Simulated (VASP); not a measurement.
Set up this calculation in VASP 6.6.1, as the native input.

```yaml
Task: single point
Functional: PBEsol
Potentials_or_basis: VASP PAW PBE potentials, release 64 (F)
Cutoff: 520 eV
k_mesh: 4 × 4 × 2
Occupations: gaussian, width 0.05 eV
Spin: no spin polarisation
Dipole_correction: no
Further_INCAR_settings: ALGO = Normal; EDIFF = 1e-06; NBANDS = 22
```

The structure of F lies in POSCAR:

```
F
1.0
    3.2121621389     -1.8461396707     -0.2477496550
    3.2121621389      1.8461396707     -0.2477496550
   -2.4153005499      0.0000000000      7.3932836948
F
4
Direct
    0.0848459664      0.0848459664      0.0780195948
    0.9151540336      0.9151540336      0.9219804052
    0.5015719855      0.5015719855      0.5937195244
    0.4984280145      0.4984280145      0.4062804756
```

These files were run (other wordings do the same):

INCAR

```
SYSTEM = F
PREC = Accurate ; ENCUT = 520
EDIFF = 1E-6 ; ISMEAR = 0
SIGMA = 0.05 ; LREAL = .FALSE.
LASPH = .TRUE. ; NELM = 80
ALGO = Normal ; ISIF = 2
LWAVE = .FALSE. ; LCHARG = .FALSE.
GGA = PS ; NBANDS = 22
```

KPOINTS

```
Automatic mesh
0
G
  4 4 2
  0 0 0
```

Potentials or basis: VASP PAW PBE potentials, release 64 (F).

Run with:

```console
$ cat potpaw_PBE.64/F/POTCAR > POTCAR
$ mpirun -np 1 vasp_std > vasp.out
```

It gave:

```json
{"Pressure": "3.9 GPa", "Largest force": "6.949 eV/Å", "Band gap on the k mesh": "2.22 eV, indirect (least direct gap 2.26 eV)"}
```

Caveat: the k points lie up to 0.50 Å⁻¹ apart; the PAW data sets were made with another functional, which shifts forces and pressure a little.

It took 11 s on 1 thread of Intel(R) Xeon(R) 6975P-C (Granite Rapids) (shared host), peak memory 0.19 GiB.
